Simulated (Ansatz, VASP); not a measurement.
# ZrNb2N4 in VASP and in Ansatz

```
Zr Nb N
1.0
     0.00000    3.14187    0.00000
    -2.37506    0.00000    4.76596
     5.80995   -1.57094    0.00556
Zr Nb N
1 2 4
Direct
  0.00000 0.00000 0.00000
  0.71775 0.71837 0.43550
  0.28225 0.28163 0.56450
  0.86558 0.54717 0.73115
  0.13442 0.45283 0.26885
  0.64049 0.00100 0.28098
  0.35951 0.99900 0.71902
```

Alike in both runs: task single point; functional PBE; k mesh 8 × 4 × 8; occupations gaussian, width 0.2 eV; no spin polarisation.

```csv
,VASP,Ansatz
version,VASP 6.6.1,Ansatz 0.2.0
potentials or method,"VASP PAW PBE potentials, release 64 (Zr_sv, Nb_sv, N), cutoff 520 eV","scalar-relativistic, plane waves, PAW"
valence electrons in the cell,58,58
```

|  | VASP | Ansatz | Ansatz less VASP |
| --- | --- | --- | --- |
| gap on the k mesh at the Fermi level (eV) | none | none | - |
| pressure (GPa) | -0.2 | 0.0 | +0.23 |
| traceless stress, the component that is largest in VASP (GPa) | -0.05 | -0.11 | -0.064 |
| rms of the force components (eV/Å) | 0.015 | 0.006 | -0.0087 |

Atom by atom the forces differ by 0.014 eV/Å (rms over components). A gap of «none» marks a metal or a gap that the smearing closes.
